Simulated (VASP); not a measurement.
# CoPtO2 (R-3m) in VASP: a series of runs

CoPtO2 is run at these levels: PBEsol; tasks: single point.

Program: VASP 6.6.1. These are calculated values, not measurements. Logs are shortened: lines on timing, memory, paths and dates and some standing lists are left out, and cuts for length are marked.

**1. The cell of the first run**

It takes space group R-3m (No. 166, trigonal). The conventional cell has a = 2.894 Å, b = 2.894 Å, c = 17.431 Å, α = 90.00°, β = 90.00°, γ = 120.00°. Within 2.5 Å of Co (site symmetry -3m) lie 6 O at 1.92 Å. Within 2.6 Å of Pt (site symmetry -3m) lie 2 O at 1.96 Å. Within 2.6 Å of O (site symmetry 3m) lie 3 Co at 1.92 Å and 1 Pt at 1.96 Å and 3 O at 2.53 Å.

**2. Single point, PBEsol (strain +0.030 along x and y, -0.015 along z)**

File INCAR:

```
SYSTEM = CoPtO2
  PREC = Accurate
  ENCUT = 520
  EDIFF = 1E-7
  ISMEAR = 0
  SIGMA = 0.15
  LREAL = .False.
  LASPH = .True.
  NELM = 60
  ALGO = Normal
  ISIF = 2
  LWAVE = .False.
  LCHARG = .False.
  GGA = PS
  NBANDS = 24
```

File KPOINTS:

```
Automatic mesh
0
Gamma
  18 18 18
  0 0 0
```

File POSCAR:

```
CoPtO2
1.0
    1.4472443081      0.8355668909      5.8103900715
   -1.4472443081      0.8355668909      5.8103900715
    0.0000000000     -1.6711337818      5.8103900715
Co Pt O
1 1 2
Direct
    0.5000000000      0.5000000000      0.5000000000
    0.0000000000      0.0000000000      0.0000000000
    0.8877632707      0.8877632707      0.8877632707
    0.1122367293      0.1122367293      0.1122367293
```

Potentials or basis: VASP PAW PBE potentials, release 64 (Co, Pt, O).

On the command line:

```sh
$ cat potpaw_PBE.64/Co/POTCAR potpaw_PBE.64/Pt/POTCAR potpaw_PBE.64/O/POTCAR > POTCAR
$ mpirun -np 1 vasp_std > vasp.out
```

OUTCAR:

```text
SYSTEM = CoPtO2
   PREC = Accurate
   ENCUT = 520
   EDIFF = 1E-7
   ISMEAR = 0
   LREAL = .False.
   LASPH = .True.
   NELM = 60
   ISIF = 2
   GGA = PS

 ion  position               nearest neighbor table
   1  0.500  0.500  0.500-   4 1.92   4 1.92   3 1.92   3 1.92   4 1.92   3 1.92
   2  0.000  0.000  0.000-   3 1.96   4 1.96
   3  0.888  0.888  0.888-   1 1.92   1 1.92   1 1.92   2 1.96
   4  0.112  0.112  0.112-   1 1.92   1 1.92   1 1.92   2 1.96

  LATTYP: Found a trigonal (rhomboedric) cell.
 ALAT       =     6.0459342454
 COS(alpha) =     0.8853994091

  Lattice vectors:

 A1 = (   1.4472443081,   0.8355668909,   5.8103900715)
 A2 = (  -1.4472443081,   0.8355668909,   5.8103900715)
 A3 = (   0.0000000000,  -1.6711337818,   5.8103900715)

Analysis of symmetry for initial positions (statically):
=====================================================================
 Subroutine PRICEL returns:
 Original cell was already a primitive cell.

 Routine SETGRP: Setting up the symmetry group for a
 trigonal (rhombohedral) supercell.

 Subroutine GETGRP returns: Found 12 space group operations
 (whereof 12 operations were pure point group operations)
 out of a pool of 12 trial point group operations.

The static configuration has the point symmetry D_3d.

Analysis of symmetry for dynamics (positions and initial velocities):
=====================================================================
 Subroutine PRICEL returns:
 Original cell was already a primitive cell.

 Routine SETGRP: Setting up the symmetry group for a
 trigonal (rhombohedral) supercell.

 Subroutine GETGRP returns: Found 12 space group operations
 (whereof 12 operations were pure point group operations)
 out of a pool of 12 trial point group operations.

The dynamic configuration has the point symmetry D_3d.

 Subroutine INISYM returns: Found 12 space group operations
 (whereof 12 operations are pure point group operations),
 and found     1 'primitive' translations

----------------------------------------------------------------------------------------

                                     Primitive cell

  volume of cell :      42.1580

  direct lattice vectors                    reciprocal lattice vectors
     1.447244308  0.835566891  5.810390071     0.345484171  0.199465379  0.057368495
    -1.447244308  0.835566891  5.810390071    -0.345484171  0.199465379  0.057368495
     0.000000000 -1.671133782  5.810390071     0.000000000 -0.398930758  0.057368495

  length of vectors
[... 82 lines left out ...]
   LSORBIT =      F    spin-orbit coupling
   LASPH  =      T    aspherical Exc in radial PAW
   ENCUT  =  520.0 eV  38.22 Ry    6.18 a.u.  11.24 11.24 11.24*2*pi/ulx,y,z
   NELM   =     60;   NELMIN=  2; NELMDL= -5     # of ELM steps
   EDIFF  = 0.1E-06   stopping-criterion for ELM
   LREAL  =      F    real-space projection
   EDIFFG = 0.1E-05   stopping-criterion for IOM
   NSW    =      0    number of steps for IOM
   IBRION =     -1    ionic relax: 0-MD 1-quasi-New 2-CG
   NFREE  =      0    steps in history (QN), initial steepest desc. (CG)
   ISIF   =      2    stress and relaxation
   ISYM   =      2    0-nonsym 1-usesym 2-fastsym
   POTIM  = 0.5000    time-step for ionic-motion
   TEBEG  =    0.0;   TEEND  =   0.0 temperature during run
   PSTRESS=    0.0 pullay stress
   NELECT =      31.0000    total number of electrons
   NUPDOWN=      -1.0000    fix difference up-down
   EMIN   =  10.00;   EMAX   =-10.00  energy-range for DOS
   EFERMI =   0.00;   METHOD = LEGACY
   ISMEAR =     0;   SIGMA  =   0.15  broadening in eV -4-tet -1-fermi 0-gaus
   EFERMI_NEDOS =   21; number of points for ismear=-14 and -15
   IALGO  =     38    algorithm
   IMIX   =      4    mixing-type and parameters
     AMIX     =   0.40;   BMIX     =  1.00
     AMIX_MAG =   1.60;   BMIX_MAG =  1.00
  volume/ion in A,a.u.               =      10.54        71.12
  Fermi-wavevector in a.u.,A,eV,Ry     =   1.477641  2.792336 29.707262  2.183422
  Thomas-Fermi vector in A             =   2.592020
   LORBIT       =      0    0 simple, 1 ext, 2 COOP (PROOUT), +10 PAW based schemes
   GGA     = PS    functional components
   LHFCALC =     F    Hartree Fock is set to
   AEXX    =    0.0000 exact exchange contribution
   IVDW    =     0    specifies the selected vdW correction
   LEPSILON=     F    determine dielectric tensor
   LRPA    =     F    only Hartree local field effects (RPA)
 non-spin polarized calculation
 Gauss-broadening in eV      SIGMA  =   0.15
  energy-cutoff  :      520.00
  volume of cell :       42.16
 maximum number of plane-waves:      1175
 NGX is ok and might be reduce to    48
   NGX = 23   NGY = 23   NGZ = 23

 number of electron      31.0000005 magnetization

 Free energy of the ion-electron system (eV)
  ---------------------------------------------------
  ext. energy  EPLUGINS =         0.00000000
  ---------------------------------------------------
  free energy    TOTEN  =       -28.63324784 eV

  energy without entropy =      -28.62700259  energy(sigma->0) =      -28.63012521

 E-fermi :   8.0266     XC(G=0): -12.7647

 val. band max:        7.9964478659   @ k =   0.5000   0.5000   0.0000
 cond. band min:       8.2800050091   @ k =   0.4444   0.3889   0.0000
 fundamental gap:      0.2835571433
 Fermi energy:         8.0266270030

 k-point     1 :       0.0000    0.0000    0.0000
  band No.  band energies     occupation
      1     -13.2085      2.00000
      2     -11.2362      2.00000
      3      -1.4075      2.00000
      4       1.3912      2.00000
      5       1.6436      2.00000
      6       1.6436      2.00000
[... 637 lines left out ...]
     23      21.2898      0.00000
     24      22.5376      0.00000

 [... further k-points ...]
[... 5 lines left out ...]
  --------------------------------------------------------------------------------------
  -------------------------------------------------------------------------------------
  Total       -3.5020454     -3.5020454      1.0279538      0.0000000     -0.0000000     -0.0000000
  in kB     -133.0922437   -133.0922437     39.0665067      0.0000000     -0.0000000     -0.0000000
  external PRESSURE =     -75.7059935 kB  Pullay stress =       0.0000000 kB

 VOLUME and BASIS-vectors are now :
 -----------------------------------------------------------------------------
  energy-cutoff  :      520.00
  volume of cell :       42.16
      direct lattice vectors                 reciprocal lattice vectors
     1.447244308  0.835566891  5.810390071     0.345484171  0.199465379  0.057368495
    -1.447244308  0.835566891  5.810390071    -0.345484171  0.199465379  0.057368495
     0.000000000 -1.671133782  5.810390071     0.000000000 -0.398930758  0.057368495

 POSITION                                       TOTAL-FORCE (eV/Angst)
 -----------------------------------------------------------------------------------
      0.00000      0.00000      8.71559         0.000000      0.000000      0.000000
      0.00000      0.00000      0.00000         0.000000     -0.000000      0.000000
      0.00000      0.00000     15.47475         0.000000     -0.000000     -0.718853
      0.00000      0.00000      1.95642         0.000000     -0.000000      0.718853
 -----------------------------------------------------------------------------------
    total drift:                               -0.000000     -0.000000      0.000000

  FREE ENERGIE OF THE ION-ELECTRON SYSTEM (eV)
  ---------------------------------------------------
  free  energy   TOTEN  =       -28.6332478353 eV

  energy  without entropy=      -28.6270025853  energy(sigma->0) =      -28.63012521
```

stdout:

```text
POSCAR found type information on POSCAR CoPtO
 POSCAR found :  3 types and       4 ions
 scaLAPACK will be used
 -----------------------------------------------------------------------------
|                                                                             |
|                                                                             |
|     You enforced a specific xc type in the INCAR file but a different       |
|     I HOPE YOU KNOW WHAT YOU ARE DOING!                                     |
|                                                                             |
 -----------------------------------------------------------------------------

 LDA part: xc-table for (Slater+PW92), standard interpolation
 POSCAR, INCAR and KPOINTS ok, starting setup
 FFT: planning ... GRIDC
 FFT: planning ... GRID_SOFT
 FFT: planning ... GRID
 WAVECAR not read
 entering main loop
```

It took 42 min on 1 thread of Intel Xeon Platinum 8488C (Sapphire Rapids), shared host; peak memory 0.81 GiB.

What came out:

| Item | Value |
| --- | --- |
| Free energy | -28.6332 eV |
| Pressure | -7.6 GPa |
| Largest force | 0.719 eV/Å |
| Band gap on the k mesh | zero (an odd number of electrons rules out a gap without spin polarisation) |

Forces on the atoms (eV/Å):
```
Co   0.000  0.000  0.000
Pt   0.000  0.000  0.000
O    0.000  0.000 -0.719
O    0.000  0.000  0.719
```

Levels at points of the mesh, in eV from the Fermi level:
| k point | band 13 | band 14 | band 15 | band 16 | band 17 | band 18 | band 19 | band 20 |
| --- | --- | --- | --- | --- | --- | --- | --- | --- |
| (0.00, 0.00, 0.00) | -1.75 | -1.42 | -1.42 | -1.07 | 2.02 | 2.02 | 3.32 | 5.44 |
| (0.50, 0.00, 0.00) | -1.00 | -0.79 | -0.03 | 1.02 | 1.36 | 1.53 | 2.64 | 7.10 |
| (0.50, 0.50, 0.00) | -0.98 | -0.84 | -0.03 | 0.29 | 1.88 | 2.23 | 2.64 | 7.86 |
| (0.50, 0.50, 0.50) | -1.53 | -0.56 | -0.48 | -0.48 | 1.49 | 1.49 | 4.53 | 4.77 |

Caveat: the cell differs from its parent crystal (strain +0.030 along x and y, -0.015 along z); the stress differs along the axes, from -13 to 4 GPa; the PAW data sets were made with another functional, which shifts forces and pressure a little; spin-orbit coupling is left out, which moves the levels of the heavy elements; an odd number of electrons without spin polarisation forces a metal; a magnetic or distorted state may lie lower; the run has no spin polarisation, though such a crystal can be magnetic; semilocal functionals often make such compounds metallic where correlation or magnetic order opens a gap, which also shifts bond lengths. Spin polarisation is off, so any magnetic state and its effect on volume and gap are missing.

**3. Single point, PBEsol (strain +0.015 along x and y, +0.015 along z)**

File INCAR:

```
PREC     = Accurate       # precision mode
ENCUT    = 520            # plane-wave cutoff, eV
EDIFF    = 1E-6           # SCF threshold, eV
ISMEAR   = 0              # smearing method
SIGMA    = 0.15           # smearing width, eV
LREAL    = F              # projectors in reciprocal space
LASPH    = T              # aspherical terms in the spheres
NELM     = 80             # most SCF steps
ALGO     = Normal         # electronic algorithm
ISIF     = 2              # what is computed and relaxed
LWAVE    = F              # write WAVECAR
LCHARG   = F              # write CHGCAR
GGA      = PS             # functional
NBANDS   = 24             # bands
```

File KPOINTS:

```
regular mesh
0
Gamma
  18 18 18
```

File POSCAR:

```
CoPtO2
1.0
    1.4261679347      0.8233984410      5.9873562665
   -1.4261679347      0.8233984410      5.9873562665
    0.0000000000     -1.6467968820      5.9873562665
Co Pt O
1 1 2
Direct
    0.5000000000      0.5000000000      0.5000000000
    0.0000000000      0.0000000000      0.0000000000
    0.8877632707      0.8877632707      0.8877632707
    0.1122367293      0.1122367293      0.1122367293
```

Potentials or basis: VASP PAW PBE potentials, release 64 (Co, Pt, O).

On the command line:

```sh
$ cat potpaw_PBE.64/Co/POTCAR potpaw_PBE.64/Pt/POTCAR potpaw_PBE.64/O/POTCAR > POTCAR
$ mpirun -np 1 vasp_std > vasp.out
```

OUTCAR:

```text
PREC = Accurate
   ENCUT = 520
   EDIFF = 1E-6
   ISMEAR = 0
   LREAL = F
   LASPH = T
   NELM = 80
   ISIF = 2
   GGA = PS

 ion  position               nearest neighbor table
   1  0.500  0.500  0.500-   4 1.92   3 1.92   4 1.92   4 1.92   3 1.92   3 1.92
   2  0.000  0.000  0.000-   3 2.02   4 2.02
   3  0.888  0.888  0.888-   1 1.92   1 1.92   1 1.92   2 2.02
   4  0.112  0.112  0.112-   1 1.92   1 1.92   1 1.92   2 2.02

  LATTYP: Found a trigonal (rhomboedric) cell.
 ALAT       =     6.2097000759
[... 839 lines left out ...]
     23      21.6025      0.00000
     24      22.0978      0.00000

 [... further k-points ...]
[... 5 lines left out ...]
  --------------------------------------------------------------------------------------
  -------------------------------------------------------------------------------------
  Total       -2.6318636     -2.6318636     -3.3635060      0.0000000      0.0000000      0.0000000
  in kB      -99.9555461    -99.9555461   -127.7425950      0.0000000      0.0000000      0.0000000
  external PRESSURE =    -109.2178957 kB  Pullay stress =       0.0000000 kB

 VOLUME and BASIS-vectors are now :
 -----------------------------------------------------------------------------
  energy-cutoff  :      520.00
  volume of cell :       42.19
      direct lattice vectors                 reciprocal lattice vectors
     1.426167935  0.823398441  5.987356266     0.350589848  0.202413143  0.055672874
    -1.426167935  0.823398441  5.987356266    -0.350589848  0.202413143  0.055672874
     0.000000000 -1.646796882  5.987356266     0.000000000 -0.404826287  0.055672874

 POSITION                                       TOTAL-FORCE (eV/Angst)
 -----------------------------------------------------------------------------------
      0.00000      0.00000      8.98103         0.000000     -0.000000      0.000000
      0.00000      0.00000      0.00000         0.000000     -0.000000     -0.000000
      0.00000      0.00000     15.94606         0.000000      0.000000     -0.079496
      0.00000      0.00000      2.01600         0.000000      0.000000      0.079496
 -----------------------------------------------------------------------------------
    total drift:                               -0.000000     -0.000000      0.000000

  FREE ENERGIE OF THE ION-ELECTRON SYSTEM (eV)
  ---------------------------------------------------
  free  energy   TOTEN  =       -28.6851633793 eV

  energy  without entropy=      -28.6758889375  energy(sigma->0) =      -28.68052616
```

OSZICAR:

```text
N       E                     dE             d eps       ncg     rms          rms(c)
DAV:   1     0.232800052391E+03    0.23280E+03   -0.15048E+04 28160   0.142E+03
DAV:   2    -0.160374066409E+02   -0.24884E+03   -0.22340E+03 30440   0.339E+02
DAV:   3    -0.334134674793E+02   -0.17376E+02   -0.16885E+02 34320   0.100E+02
DAV:   4    -0.336727681659E+02   -0.25930E+00   -0.25913E+00 31760   0.126E+01
DAV:   5    -0.336787030834E+02   -0.59349E-02   -0.59346E-02 35768   0.191E+00    0.261E+01
DAV:   6    -0.364969344202E+02   -0.28182E+01   -0.29005E+01 32616   0.965E+01    0.377E+01
DAV:   7    -0.296430304665E+02    0.68539E+01   -0.21826E+01 36008   0.118E+02    0.154E+01
DAV:   8    -0.286880661649E+02    0.95496E+00   -0.44443E+00 37128   0.200E+01    0.543E+00
DAV:   9    -0.286896683590E+02   -0.16022E-02   -0.37543E-01 30568   0.490E+00    0.165E+00
DAV:  10    -0.286867854989E+02    0.28829E-02   -0.12470E-02 40040   0.121E+00    0.675E-01
DAV:  11    -0.286858434379E+02    0.94206E-03   -0.42119E-03 39848   0.689E-01    0.384E-01
DAV:  12    -0.286853108737E+02    0.53256E-03   -0.41837E-04 41752   0.322E-01    0.193E-01
DAV:  13    -0.286851636665E+02    0.14721E-03   -0.30088E-04 42760   0.255E-01    0.364E-02
DAV:  14    -0.286851659118E+02   -0.22453E-05   -0.26473E-05 30064   0.371E-02    0.217E-02
DAV:  15    -0.286851634763E+02    0.24355E-05   -0.15484E-06 26400   0.245E-02    0.724E-03
DAV:  16    -0.286851633793E+02    0.96994E-07   -0.17742E-06 26560   0.172E-02
   1 F= -.28685163E+02 E0= -.28680526E+02  d E =-.927444E-02
```

Wall time 31 min (1 thread of Intel Xeon Platinum 8488C (Sapphire Rapids), shared host); peak memory 0.81 GiB.

What came out:

* Free energy: -28.6852 eV
* Pressure: -10.9 GPa
* Largest force: 0.079 eV/Å
* Band gap on the k mesh: zero (an odd number of electrons rules out a gap without spin polarisation)

Forces on the atoms (eV/Å):
```
Co   0.000  0.000  0.000
Pt   0.000  0.000  0.000
O    0.000  0.000 -0.079
O    0.000  0.000  0.079
```

Caveat: the cell differs from its parent crystal (strain +0.015 along x and y, +0.015 along z); the cell stands under tension; the PAW data sets were made with another functional, which shifts forces and pressure a little; spin-orbit coupling is left out, which moves the levels of the heavy elements; an odd number of electrons without spin polarisation forces a metal; a magnetic or distorted state may lie lower; the run has no spin polarisation, though such a crystal can be magnetic; semilocal functionals often make such compounds metallic where correlation or magnetic order opens a gap, which also shifts bond lengths.

(Continued in part 2 of 2.)

The gap in the log of VASP goes by the Fermi energy; the results here count the filled bands.